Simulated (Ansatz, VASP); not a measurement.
# GaAs: VASP beside Ansatz

```xyz
2
Lattice="0.0000 2.8823 2.8823 2.8823 0.0000 2.8823 2.8823 2.8823 0.0000" Properties=species:S:1:pos:R:3 pbc="T T T"
As    4.3234    4.3234    4.3234
Ga    0.0000    0.0000    0.0000
```

Change from the starting cell: volume scaled by 1.06.

Alike in both runs: task single point; functional pbe exchange, lyp correlation; k mesh 8 × 8 × 8; no spin polarisation.

|  | VASP | Ansatz |
| --- | --- | --- |
| version | VASP 6.6.1 | Ansatz 0.2.0 |
| potentials or method | VASP PAW PBE potentials, release 64 (As, Ga_d), cutoff 500 eV | all-electron LAPW, scalar-relativistic |
| occupations | methfessel-paxton of order 1, width 0.1 eV | cold, width 0.1 eV |

|  | VASP | Ansatz | Ansatz less VASP |
| --- | --- | --- | --- |
| gap on the k mesh at the Fermi level (eV) | none | none | - |
| pressure (GPa) | 3.2 | 2.9 | -0.23 |

VASP's potentials were made for PBE, not for pbe exchange, lyp correlation. A gap of «none» marks a metal or a gap that the smearing closes. Ansatz ran all-electron here, and VASP with PAW potentials.
